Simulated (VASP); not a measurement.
A run of VASP 6.6.1 is set up as follows.

File INCAR:

```
PREC = Accurate
ENCUT = 520
EDIFF = 1E-6
ISMEAR = 0
SIGMA = 0.02
LREAL = F
LASPH = T
NELM = 60
ALGO = Normal
ISIF = 2
LWAVE = F
LCHARG = F
GGA = PE
NBANDS = 15
```

KPOINTS

```
regular mesh
0
Gamma
  8 8 8
```

Contents of POSCAR:

```
SrO
1.0
    0.1384094280      2.6133067140      2.6914800300
    2.7896720880      0.0870648240      2.7428246340
    2.7738935160      2.6488727460      0.1028433960
Sr O
1 1
Direct
   -0.0034691416     -0.0062164371      0.0004455600
    0.5034691416      0.5062164371      0.4995544400
```

Potentials or basis: VASP PAW PBE potentials, release 64 (Sr_sv, O).

Command:

```console
$ cat potpaw_PBE.64/Sr_sv/POTCAR potpaw_PBE.64/O/POTCAR > POTCAR
$ mpirun -np 1 vasp_std > vasp.out
```

(1) What does it give for the band gap on the k mesh?

(2) Predict the largest force.

Results:

(1) 3.12 eV, indirect (least direct gap 3.18 eV).

(2) 0.062 eV/Å.

Caveat: the cell differs from its parent crystal (atoms moved at random and the cell strained at random).
